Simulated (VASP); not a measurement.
# Sb (R-3m) in VASP: single point with PBEsol

Aim: the single point of Sb with PBEsol.

Program: VASP 6.6.1. These are calculated values, not measurements. Logs are shortened: lines on timing, memory, paths and dates and some standing lists are left out, and cuts for length are marked.

## 1. The cell of the first run

It takes space group R-3m (No. 166, trigonal). The conventional cell has a = 4.322 Å, b = 4.322 Å, c = 11.064 Å, α = 90.00°, β = 90.00°, γ = 120.00°. Within 3.9 Å of Sb (site symmetry 3m) lie 6 Sb at 2.93 to 3.30 Å.

## 2. Single point, PBEsol

Contents of INCAR:

```
SYSTEM = Sb
  PREC = Accurate
  ENCUT = 500
  EDIFF = 1E-6
  ISMEAR = 0
  SIGMA = 0.1
  LREAL = .False.
  LASPH = .True.
  NELM = 120
  ALGO = Normal
  ISIF = 2
  LWAVE = .False.
  LCHARG = .True.
  GGA = PS
  LELF = .True.
  LVHAR = .True.
  NBANDS = 12
  GGA_COMPAT = .False.
```

Contents of KPOINTS:

```
regular mesh
0
Gamma
  6 6 6
  0 0 0
```

Contents of POSCAR:

```
Sb
1.0
    2.1610468774      1.2476809964      3.6880788114
   -2.1610468774      1.2476809964      3.6880788114
    0.0000000000     -2.4953619928      3.6880788114
Sb
2
Direct
    0.2356869044      0.2356869044      0.2356869044
    0.7643130956      0.7643130956      0.7643130956
```

Potentials or basis: VASP PAW PBE potentials, release 64 (Sb).

Started as:

```console
$ cat potpaw_PBE.64/Sb/POTCAR > POTCAR
$ mpirun -np 1 vasp_std > vasp.out
```

OUTCAR:

```text
SYSTEM = Sb
   PREC = Accurate
   ENCUT = 500
   EDIFF = 1E-6
   ISMEAR = 0
   LREAL = .False.
   LASPH = .True.
   NELM = 120
   ISIF = 2
   GGA = PS

 ion  position               nearest neighbor table
   1  0.236  0.236  0.236-   2 2.93   2 2.93   2 2.93   2 3.30   2 3.30   2 3.30
   2  0.764  0.764  0.764-   1 2.93   1 2.93   1 2.93   1 3.30   1 3.30   1 3.30

  LATTYP: Found a trigonal (rhomboedric) cell.
 ALAT       =     4.4529492243
 COS(alpha) =     0.5289544721

  Lattice vectors:

 A1 = (   2.1610468774,   1.2476809964,   3.6880788114)
 A2 = (  -2.1610468774,   1.2476809964,   3.6880788114)
 A3 = (   0.0000000000,  -2.4953619928,   3.6880788114)

Analysis of symmetry for initial positions (statically):
=====================================================================
 Subroutine PRICEL returns:
 Original cell was already a primitive cell.

 Routine SETGRP: Setting up the symmetry group for a
 trigonal (rhombohedral) supercell.

 Subroutine GETGRP returns: Found 12 space group operations
 (whereof 12 operations were pure point group operations)
 out of a pool of 12 trial point group operations.

The static configuration has the point symmetry D_3d.

Analysis of symmetry for dynamics (positions and initial velocities):
=====================================================================
 Subroutine PRICEL returns:
 Original cell was already a primitive cell.

 Routine SETGRP: Setting up the symmetry group for a
 trigonal (rhombohedral) supercell.

 Subroutine GETGRP returns: Found 12 space group operations
 (whereof 12 operations were pure point group operations)
 out of a pool of 12 trial point group operations.

The dynamic configuration has the point symmetry D_3d.

 Subroutine INISYM returns: Found 12 space group operations
 (whereof 12 operations are pure point group operations),
 and found     1 'primitive' translations

----------------------------------------------------------------------------------------

                                     Primitive cell

  volume of cell :      59.6649

  direct lattice vectors                    reciprocal lattice vectors
     2.161046877  1.247680996  3.688078811     0.231369345  0.133581153  0.090381293
    -2.161046877  1.247680996  3.688078811    -0.231369345  0.133581153  0.090381293
     0.000000000 -2.495361993  3.688078811     0.000000000 -0.267162307  0.090381293

  length of vectors
[... 92 lines left out ...]
   PSTRESS=    0.0 pullay stress
   NELECT =      10.0000    total number of electrons
   NUPDOWN=      -1.0000    fix difference up-down
   EMIN   =  10.00;   EMAX   =-10.00  energy-range for DOS
   EFERMI =   0.00;   METHOD = LEGACY
   ISMEAR =     0;   SIGMA  =   0.10  broadening in eV -4-tet -1-fermi 0-gaus
   EFERMI_NEDOS =   21; number of points for ismear=-14 and -15
   IALGO  =     38    algorithm
   IMIX   =      4    mixing-type and parameters
     AMIX     =   0.40;   BMIX     =  1.00
     AMIX_MAG =   1.60;   BMIX_MAG =  1.00
  volume/ion in A,a.u.               =      29.83       201.32
  Fermi-wavevector in a.u.,A,eV,Ry     =   0.902613  1.705692 11.084815  0.814711
  Thomas-Fermi vector in A             =   2.025838
   LORBIT       =      0    0 simple, 1 ext, 2 COOP (PROOUT), +10 PAW based schemes
   GGA     = PS    functional components
   LHFCALC =     F    Hartree Fock is set to
   AEXX    =    0.0000 exact exchange contribution
   IVDW    =     0    specifies the selected vdW correction
   LEPSILON=     F    determine dielectric tensor
   LRPA    =     F    only Hartree local field effects (RPA)
 non-spin polarized calculation
 Gauss-broadening in eV      SIGMA  =   0.10
  energy-cutoff  :      500.00
  volume of cell :       59.66
 maximum number of plane-waves:      1538
   NGX = 17   NGY = 17   NGZ = 17

 number of electron      10.0000000 magnetization

 number of electron       9.9999999 magnetization

 Free energy of the ion-electron system (eV)
  ---------------------------------------------------
  ext. energy  EPLUGINS =         0.00000000
  ---------------------------------------------------
  free energy    TOTEN  =        -9.12961519 eV

  energy without entropy =       -9.12795419  energy(sigma->0) =       -9.12878469

 E-fermi :   7.2713     XC(G=0):  -9.7269

 val. band max:        7.2190334780   @ k =   0.5000   0.5000   0.5000
 cond. band min:       7.3210507977   @ k =   0.3333   0.1667   0.1667
 fundamental gap:      0.1020173196
 Fermi energy:         7.2713321315

 k-point     1 :       0.0000    0.0000    0.0000
  band No.  band energies     occupation
      1      -5.5016      2.00000
      2       2.5329      2.00000
      3       5.2815      2.00000
      4       5.4381      2.00000
      5       5.4381      2.00000
      6       9.5537      0.00000
      7      10.0617      0.00000
      8      10.0617      0.00000
      9      12.1906      0.00000
     10      12.1906      0.00000
     11      12.3483      0.00000
     12      13.7437      0.00000
[... 331 lines left out ...]
 k-point    24 :      -0.3333    0.5000    0.1667
  band No.  band energies     occupation
      1      -2.7593      2.00000
      2      -1.4377      2.00000
      3       1.8532      2.00000
      4       2.7779      2.00000
      5       5.4338      2.00000
      6       9.2266      0.00000
      7      10.5294      0.00000
      8      12.9430      0.00000
      9      13.3302      0.00000
     10      14.2950      0.00000
     11      17.1805      0.00000
     12      17.9878      0.00000

 [... further k-points ...]

------------------------ aborting loop because EDIFF is reached ----------------------------------------

  FORCE on cell =-STRESS in cart. coord.  units (eV):
  Direction    XX          YY          ZZ          XY          YZ          ZX
  --------------------------------------------------------------------------------------
  -------------------------------------------------------------------------------------
  Total        0.0391296      0.0391296      0.1069220      0.0000000     -0.0000000     -0.0000000
  in kB        1.0507426      1.0507426      2.8711664      0.0000000     -0.0000000     -0.0000000
  external PRESSURE =       1.6575505 kB  Pullay stress =       0.0000000 kB

 VOLUME and BASIS-vectors are now :
 -----------------------------------------------------------------------------
  energy-cutoff  :      500.00
  volume of cell :       59.66
      direct lattice vectors                 reciprocal lattice vectors
     2.161046877  1.247680996  3.688078811     0.231369345  0.133581153  0.090381293
    -2.161046877  1.247680996  3.688078811    -0.231369345  0.133581153  0.090381293
     0.000000000 -2.495361993  3.688078811     0.000000000 -0.267162307  0.090381293

 POSITION                                       TOTAL-FORCE (eV/Angst)
 -----------------------------------------------------------------------------------
      0.00000      0.00000      2.60770         0.000000     -0.000000     -0.084581
      0.00000      0.00000      8.45654         0.000000      0.000000      0.084581
 -----------------------------------------------------------------------------------
    total drift:                                0.000000     -0.000000      0.000000

  FREE ENERGIE OF THE ION-ELECTRON SYSTEM (eV)
  ---------------------------------------------------
  free  energy   TOTEN  =        -9.1296151929 eV

  energy  without entropy=       -9.1279541856  energy(sigma->0) =       -9.12878469
```

stdout:

```text
POSCAR found type information on POSCAR Sb
 POSCAR found :  1 types and       2 ions
 scaLAPACK will be used
 -----------------------------------------------------------------------------
|                                                                             |
|                                                                             |
|     You enforced a specific xc type in the INCAR file but a different       |
|     I HOPE YOU KNOW WHAT YOU ARE DOING!                                     |
|                                                                             |
 -----------------------------------------------------------------------------

 LDA part: xc-table for (Slater+PW92), standard interpolation
 POSCAR, INCAR and KPOINTS ok, starting setup
 FFT: planning ... GRIDC
 FFT: planning ... GRID_SOFT
 FFT: planning ... GRID
 WAVECAR not read
 entering main loop
```

It took 18 s on 1 thread of AMD EPYC 7R43 (Zen 3), shared host; peak memory 0.14 GiB.

Results:

| Property | Result |
| --- | --- |
| Free energy | -9.1296 eV |
| Pressure | 0.2 GPa |
| Largest force | 0.085 eV/Å |
| Band gap on the k mesh | zero (bands 5 and 6 overlap by 0.27 eV) |

Forces in eV/Å, atoms in the order of the input:
```
Sb   0.000  0.000 -0.085
Sb   0.000  0.000  0.085
```

Stress tensor (GPa, compression positive):
```
0.11 0.00 0.00
0.00 0.11 0.00
0.00 0.00 0.29
```

Levels at points of the mesh, in eV from the Fermi level:
```
           k point  band 2  band 3  band 4  band 5  band 6  band 7  band 8  band 9
(0.00, 0.00, 0.00)   -4.74   -1.99   -1.83   -1.83    2.28    2.79    2.79    4.92
(0.50, 0.00, 0.00)   -9.73   -1.80   -1.63   -0.33   -0.22    0.18    0.29    7.76
(0.50, 0.50, 0.00)   -7.93   -5.60   -3.79   -3.74    1.53    5.04    5.45    7.09
(0.50, 0.50, 0.50)   -9.16   -1.28   -1.28   -0.51   -0.05   -0.05    0.92    7.20
```

Caveat: the PAW data sets were made with another functional, which shifts forces and pressure a little; spin-orbit coupling is left out, which moves the levels of the heavy elements.
